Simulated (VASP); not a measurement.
Here is a VASP 6.6.1 calculation.

File INCAR:

```
PREC = Accurate ; ENCUT = 520
EDIFF = 1E-6 ; ISMEAR = -1
SIGMA = 0.1 ; LREAL = False
LASPH = True ; NELM = 100
ALGO = Normal ; ISIF = 2
LWAVE = False ; LCHARG = False
GGA = RP ; NBANDS = 11
```

File KPOINTS:

```
regular mesh
0
Gamma
  10 10 10
```

File POSCAR:

```
Ba
1.0
    0.0000000000      3.1707449670      3.1707449670
    3.1707449670      0.0000000000      3.1707449670
    3.1707449670      3.1707449670      0.0000000000
Ba
1
Direct
    0.0000000000      0.0000000000      0.0000000000
```

Potentials or basis: VASP PAW PBE potentials, release 64 (Ba_sv).

Run with:

```bash
$ cat potpaw_PBE.64/Ba_sv/POTCAR > POTCAR
$ mpirun -np 1 vasp_std > vasp.out
```

Task: What does it give for the pressure?

Result: 0.8 GPa.

Task: Predict the band gap on the k mesh.

Result: Zero (band 5 reaches 1.75 eV, above the bottom of band 6 at 1.61 eV).

Caveat: the PAW data sets were made with another functional, which shifts forces and pressure a little; spin-orbit coupling is left out, which moves the levels of the heavy elements.
